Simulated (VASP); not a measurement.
# Ir (Fm-3m) in VASP: further runs

The runs below take Ir through single point, with LDA.

Program: VASP 6.6.1. These are calculated values, not measurements. Logs are shortened: lines on timing, memory, paths and dates and some standing lists are left out, and cuts for length are marked.

**1. The cell of the first run**

The structure is cubic, space group Fm-3m (No. 225). Conventional cell: a = 3.812 Å, b = 3.812 Å, c = 3.812 Å, α = 90.00°, β = 90.00°, γ = 90.00°. Within 3.6 Å of Ir (site symmetry m-3m) lie 12 Ir at 2.70 Å.

**2. Single point, LDA**

File INCAR:

```
PREC = Accurate ; ENCUT = 560
EDIFF = 1E-6 ; ISMEAR = -1
SIGMA = 1.0 ; LREAL = False
LASPH = True ; NELM = 120
ALGO = Normal ; ISIF = 2
LWAVE = False ; LCHARG = True
GGA = CA ; LELF = True
LVHAR = True ; NBANDS = 14
GGA_COMPAT = False
```

File KPOINTS:

```
Automatic mesh
0
Gamma
  14 14 14
```

File POSCAR:

```
Ir
1.0
    0.0000000000      1.9060927672      1.9060927672
    1.9060927672      0.0000000000      1.9060927672
    1.9060927672      1.9060927672      0.0000000000
Ir
1
Direct
    0.0000000000      0.0000000000      0.0000000000
```

Potentials or basis: VASP PAW LDA potentials, release 64 (Ir_sv_GW).

Run with:

```console
$ cat potpaw_LDA.64/Ir_sv_GW/POTCAR > POTCAR
$ mpirun -np 1 vasp_std > vasp.out
```

OUTCAR:

```text
PREC = Accurate
   ENCUT = 560
   EDIFF = 1E-6
   ISMEAR = -1
   LREAL = False
   LASPH = True
   NELM = 120
   ISIF = 2
   GGA = CA

 ion  position               nearest neighbor table
   1  0.000  0.000  0.000-

  LATTYP: Found a face centered cubic cell.
 ALAT       =     3.8121855344

  Lattice vectors:

 A1 = (   0.0000000000,   1.9060927672,   1.9060927672)
 A2 = (   1.9060927672,   0.0000000000,   1.9060927672)
 A3 = (   1.9060927672,   1.9060927672,   0.0000000000)

Analysis of symmetry for initial positions (statically):
=====================================================================
 Subroutine PRICEL returns:
 Original cell was already a primitive cell.

 Routine SETGRP: Setting up the symmetry group for a
 face centered cubic supercell.

 Subroutine GETGRP returns: Found 48 space group operations
 (whereof 48 operations were pure point group operations)
 out of a pool of 48 trial point group operations.

The static configuration has the point symmetry O_h .

Analysis of symmetry for dynamics (positions and initial velocities):
=====================================================================
 Subroutine PRICEL returns:
 Original cell was already a primitive cell.

 Routine SETGRP: Setting up the symmetry group for a
 face centered cubic supercell.

 Subroutine GETGRP returns: Found 48 space group operations
 (whereof 48 operations were pure point group operations)
 out of a pool of 48 trial point group operations.

The dynamic configuration has the point symmetry O_h .

 Subroutine INISYM returns: Found 48 space group operations
 (whereof 48 operations are pure point group operations),
 and found     1 'primitive' translations

----------------------------------------------------------------------------------------

                                     Primitive cell

  volume of cell :      13.8504

  direct lattice vectors                    reciprocal lattice vectors
     0.000000000  1.906092767  1.906092767    -0.262316719  0.262316719  0.262316719
     1.906092767  0.000000000  1.906092767     0.262316719 -0.262316719  0.262316719
     1.906092767  1.906092767  0.000000000     0.262316719  0.262316719 -0.262316719

  length of vectors
     2.695622243  2.695622243  2.695622243     0.454345884  0.454345884  0.454345884

  position of ions in fractional coordinates (direct lattice)
     0.000000000  0.000000000  0.000000000

  ion indices of the primitive-cell ions
   primitive index   ion index
                 1           1

----------------------------------------------------------------------------------------

 KPOINTS: Automatic mesh

Automatic generation of k-mesh.
 Grid dimensions read from file:
 generate k-points for:   14   14   14

 Generating k-lattice:

  Cartesian coordinates                     Fractional coordinates (reciprocal lattice)
    -0.018736908  0.018736908  0.018736908     0.071428571  0.000000000  0.000000000
     0.018736908 -0.018736908  0.018736908     0.000000000  0.071428571  0.000000000
     0.018736908  0.018736908 -0.018736908     0.000000000  0.000000000  0.071428571

  Length of vectors
     0.032453277  0.032453277  0.032453277

  Shift w.r.t. Gamma in fractional coordinates (k-lattice)
     0.000000000  0.000000000  0.000000000

 Subroutine IBZKPT returns following result:
 ===========================================

 Found    104 irreducible k-points:

 Following reciprocal coordinates:
            Coordinates               Weight
  0.000000  0.000000  0.000000      1.000000
  0.071429  0.000000  0.000000      8.000000
  0.142857  0.000000  0.000000      8.000000
  0.214286  0.000000  0.000000      8.000000
  0.285714  0.000000  0.000000      8.000000
  0.357143  0.000000  0.000000      8.000000
[... 16 lines left out ...]
  0.214286  0.142857  0.000000     24.000000
  0.285714  0.142857  0.000000     24.000000
 [... further k-points ...]
   k-points           NKPTS =    104   k-points in BZ     NKDIM =    104   number of bands    NBANDS=     14
   number of dos      NEDOS =    301   number of ions     NIONS =      1
   total plane-waves  NPLWV =  13824
   dimension x,y,z NGX =    24 NGY =   24 NGZ =   24
   dimension x,y,z NGXF=    48 NGYF=   48 NGZF=   48
   ions per type =               1
   NGX,Y,Z   is equivalent  to a cutoff of  14.80, 14.80, 14.80 a.u.
   NGXF,Y,Z  is equivalent  to a cutoff of  29.60, 29.60, 29.60 a.u.
 SYSTEM =  unknown system
   PREC   = accura    normal or accurate (medium, high low for compatibility)
   ISTART =      0    job   : 0-new  1-cont  2-samecut
   ICHARG =      2    charge: 1-file 2-atom 10-const
   ISPIN  =      1    spin polarized calculation?
   LNONCOLLINEAR =      F non collinear calculations
   LSORBIT =      F    spin-orbit coupling
   LASPH  =      T    aspherical Exc in radial PAW
   ENCUT  =  560.0 eV  41.16 Ry    6.42 a.u.   5.20  5.20  5.20*2*pi/ulx,y,z
   NELM   =    120;   NELMIN=  2; NELMDL= -5     # of ELM steps
   EDIFF  = 0.1E-05   stopping-criterion for ELM
   LREAL  =      F    real-space projection
   EDIFFG = 0.1E-04   stopping-criterion for IOM
   NSW    =      0    number of steps for IOM
   IBRION =     -1    ionic relax: 0-MD 1-quasi-New 2-CG
   NFREE  =      0    steps in history (QN), initial steepest desc. (CG)
   ISIF   =      2    stress and relaxation
   ISYM   =      2    0-nonsym 1-usesym 2-fastsym
   POTIM  = 0.5000    time-step for ionic-motion
   TEBEG  =    0.0;   TEEND  =   0.0 temperature during run
   PSTRESS=    0.0 pullay stress
   NELECT =      17.0000    total number of electrons
   NUPDOWN=      -1.0000    fix difference up-down
   EMIN   =  10.00;   EMAX   =-10.00  energy-range for DOS
   EFERMI =   0.00;   METHOD = LEGACY
   ISMEAR =    -1;   SIGMA  =   1.00  broadening in eV -4-tet -1-fermi 0-gaus
   EFERMI_NEDOS =   21; number of points for ismear=-14 and -15
   IALGO  =     38    algorithm
   IMIX   =      4    mixing-type and parameters
     AMIX     =   0.40;   BMIX     =  1.00
     AMIX_MAG =   1.60;   BMIX_MAG =  1.00
  volume/ion in A,a.u.               =      13.85        93.47
  Fermi-wavevector in a.u.,A,eV,Ry     =   1.752819  3.312348 41.802199  3.072375
  Thomas-Fermi vector in A             =   2.823075
   LORBIT       =      0    0 simple, 1 ext, 2 COOP (PROOUT), +10 PAW based schemes
   GGA     = CA    functional components
   LHFCALC =     F    Hartree Fock is set to
   AEXX    =    0.0000 exact exchange contribution
   IVDW    =     0    specifies the selected vdW correction
   LEPSILON=     F    determine dielectric tensor
   LRPA    =     F    only Hartree local field effects (RPA)
 non-spin polarized calculation
  energy-cutoff  :      560.00
  volume of cell :       13.85
 maximum number of plane-waves:       444
 NGX is ok and might be reduce to    24
   NGX = 11   NGY = 11   NGZ = 11

 number of electron      17.0000000 magnetization

 Free energy of the ion-electron system (eV)
  ---------------------------------------------------
  ext. energy  EPLUGINS =         0.00000000
  ---------------------------------------------------
  free energy    TOTEN  =       -12.38071050 eV

  energy without entropy =       -9.60575714  energy(sigma->0) =      -10.99323382

 E-fermi :  13.2097     XC(G=0): -14.9072

 val. band max:       13.2062059286   @ k =  -0.2857   0.3571   0.0714
 cond. band min:      13.3090697291   @ k =  -0.4286   0.4286   0.0000
 fundamental gap:      0.1028638004
 Fermi energy:        13.2097227063

 k-point     1 :       0.0000    0.0000    0.0000
  band No.  band energies     occupation
      1     -79.3371      2.00000
      2     -36.0016      2.00000
      3     -36.0016      2.00000
      4     -36.0016      2.00000
      5       1.7590      1.99998
      6       9.1333      1.96663
      7       9.1333      1.96663
      8       9.1333      1.96663
      9      11.9340      1.56343
     10      11.9340      1.56343
     11      26.6669      0.00000
     12      32.2269      0.00000
     13      32.2269      0.00000
     14      32.2269      0.00000

 k-point     2 :       0.0714    0.0000    0.0000
  band No.  band energies     occupation
      1     -79.3335      2.00000
      2     -36.0464      2.00000
      3     -36.0077      2.00000
      4     -36.0077      2.00000
      5       1.9926      1.99997
      6       9.0070      1.97053
      7       9.2335      1.96318
      8       9.2335      1.96318
      9      11.8669      1.58592
     10      11.8669      1.58592
     11      27.0767      0.00000
     12      31.2401      0.00000
     13      32.6237      0.00000
     14      32.6237      0.00000

 k-point     3 :       0.1429    0.0000    0.0000
  band No.  band energies     occupation
      1     -79.3233      2.00000
      2     -36.1711      2.00000
      3     -36.0248      2.00000
      4     -36.0248      2.00000
      5       2.6492      1.99995
      6       8.7208      1.97778
      7       9.4664      1.95374
      8       9.4664      1.95374
      9      11.7600      1.61990
     10      11.7600      1.61990
     11      28.1029      0.00000
     12      29.4883      0.00000
     13      33.7626      0.00000
     14      33.7626      0.00000

 k-point     4 :       0.2143    0.0000    0.0000
  band No.  band energies     occupation
      1     -79.3078      2.00000
      2     -36.3482      2.00000
      3     -36.0489      2.00000
      4     -36.0489      2.00000
      5       3.5649      1.99987
      6       8.5339      1.98154
      7       9.6121      1.94668
      8       9.6121      1.94668
      9      11.8851      1.57988
     10      11.8851      1.57988
     11      27.4712      0.00000
     12      29.4452      0.00000
     13      35.5000      0.00000
     14      35.5000      0.00000

 k-point     5 :       0.2857    0.0000    0.0000
  band No.  band energies     occupation
      1     -79.2920      2.00000
      2     -36.5422      2.00000
      3     -36.0768      2.00000
      4     -36.0768      2.00000
      5       4.3800      1.99971
      6       8.8606      1.97449
      7       9.5025      1.95208
      8       9.5025      1.95208
      9      12.4299      1.37129
     10      12.4299      1.37129
     11      25.7061      0.00001
[... 276 lines left out ...]
 k-point    22 :       0.1429    0.1429    0.0000
  band No.  band energies     occupation
      1     -79.3186      2.00000
      2     -36.1656      2.00000
      3     -36.0632      2.00000
      4     -36.0632      2.00000
      5       2.9552      1.99993
      6       8.2658      1.98585
      7       9.8332      1.93393
      8       9.8332      1.93393
      9      10.9299      1.81439
     10      12.2927      1.42887
     11      28.7553      0.00000
     12      30.8050      0.00000
     13      32.6760      0.00000
     14      32.6760      0.00000

 k-point    23 :       0.2143    0.1429    0.0000
  band No.  band energies     occupation
      1     -79.3073      2.00000
      2     -36.2812      2.00000
      3     -36.0935      2.00000
      4     -36.0862      2.00000
      5       3.6753      1.99986
      6       7.9102      1.99006
      7       9.9540      1.92576
      8      10.1601      1.90953
      9      10.8522      1.82707
     10      12.4977      1.34170
     11      29.6422      0.00000
     12      29.9453      0.00000
     13      32.8963      0.00000
     14      33.4509      0.00000

 k-point    24 :       0.2857    0.1429    0.0000
  band No.  band energies     occupation
      1     -79.2930      2.00000
      2     -36.4398      2.00000
      3     -36.1241      2.00000
      4     -36.1143      2.00000
      5       4.5695      1.99965
      6       7.7295      1.99170
      7       9.4966      1.95236
      8      10.2850      1.89811
      9      11.6779      1.64455
     10      12.9182      1.14475
     11      27.8753      0.00000
     12      30.6180      0.00000
     13      33.0440      0.00000
     14      33.7745      0.00000

 [... further k-points ...]

------------------------ aborting loop because EDIFF is reached ----------------------------------------

  FORCE on cell =-STRESS in cart. coord.  units (eV):
  Direction    XX          YY          ZZ          XY          YZ          ZX
  --------------------------------------------------------------------------------------
  -------------------------------------------------------------------------------------
  Total        2.0378668      2.0378668      2.0378668     -0.0000000      0.0000000     -0.0000000
  in kB      235.7351196    235.7351196    235.7351196     -0.0000000      0.0000000     -0.0000000
  external PRESSURE =     235.7351196 kB  Pullay stress =       0.0000000 kB

 VOLUME and BASIS-vectors are now :
 -----------------------------------------------------------------------------
  energy-cutoff  :      560.00
  volume of cell :       13.85
      direct lattice vectors                 reciprocal lattice vectors
     0.000000000  1.906092767  1.906092767    -0.262316719  0.262316719  0.262316719
     1.906092767  0.000000000  1.906092767     0.262316719 -0.262316719  0.262316719
     1.906092767  1.906092767  0.000000000     0.262316719  0.262316719 -0.262316719

 POSITION                                       TOTAL-FORCE (eV/Angst)
 -----------------------------------------------------------------------------------
      0.00000      0.00000      0.00000        -0.000000      0.000000     -0.000000
 -----------------------------------------------------------------------------------
    total drift:                               -0.000000     -0.000000     -0.000000

  FREE ENERGIE OF THE ION-ELECTRON SYSTEM (eV)
  ---------------------------------------------------
  free  energy   TOTEN  =       -12.3807104973 eV

  energy  without entropy=       -9.6057571412  energy(sigma->0) =      -10.99323382
```

Wall time 20 s (1 thread of AMD EPYC 9R45 (Zen 5), shared host); peak memory 0.12 GiB.

What came out:

```yaml
Free_energy: -12.3807 eV
Pressure: 23.6 GPa
Band_gap_on_the_k_mesh: zero (an odd number of electrons rules out a gap without spin polarisation)
```

Levels at points of the mesh, in eV from the Fermi level:
```tsv
k point	band 6	band 7	band 8	band 9	band 10	band 11	band 12	band 13
(0.00, 0.00, 0.00)	-4.08	-4.08	-4.08	-1.28	-1.28	13.46	19.02	19.02
(0.50, 0.00, 0.00)	-4.20	-4.20	-0.90	0.92	0.92	7.46	13.10	19.13
(0.50, 0.50, 0.00)	-7.65	0.89	1.54	1.54	1.62	10.76	11.45	11.45
```

Caveat: the cell stands under pressure; so wide a smearing shifts energies and pressures; spin-orbit coupling is left out, which moves the levels of the heavy elements.

[end of part 1 of 2]

The gap in the log of VASP goes by the Fermi energy; the results here count the filled bands.